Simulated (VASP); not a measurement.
A run of VASP 6.6.1 is set up as follows.

INCAR

```
SYSTEM = Si2W
PREC = Accurate ; ENCUT = 520
EDIFF = 1E-6 ; ISMEAR = 0
SIGMA = 0.03 ; LREAL = .False.
LASPH = .True. ; NELM = 80
ALGO = Normal ; ISIF = 2
LWAVE = .False. ; LCHARG = .False.
GGA = PE ; NBANDS = 43
```

The input KPOINTS:

```
regular mesh
0
Gamma
  9 9 6
  0 0 0
```

POSCAR

```
Si2W
1.0
    4.6143995253      0.0000000000      0.0000000000
   -2.3071997627      3.9961872121      0.0000000000
    0.0000000000      0.0000000000      6.6468916183
Si W
6 3
Direct
    0.8488551621      0.6977103243      0.5000000000
    0.1511448379      0.8488551621      0.8333333333
    0.6977103243      0.8488551621      0.1666666667
    0.1511448379      0.3022896757      0.5000000000
    0.8488551621      0.1511448379      0.8333333333
    0.3022896757      0.1511448379      0.1666666667
    0.0000000000      0.5000000000      0.1666666667
    0.5000000000      0.5000000000      0.8333333333
    0.5000000000      0.0000000000      0.5000000000
```

Potentials or basis: VASP PAW PBE potentials, release 64 (Si, W_sv).

Launch:

```bash
$ cat potpaw_PBE.64/Si/POTCAR potpaw_PBE.64/W_sv/POTCAR > POTCAR
$ mpirun -np 1 vasp_std > vasp.out
```

Problem. Predict the pressure.

Solution. 1.2 GPa.

Problem. Predict the largest force.

Solution. 1.893 eV/Å.

Stress tensor (GPa, compression positive):
```
 2.22  0.00  0.00
 0.00  2.22  0.00
 0.00  0.00 -0.87
```

Caveat: forces of over 1 eV/Å act on the atoms, so gaps and moduli don't describe the material at rest.
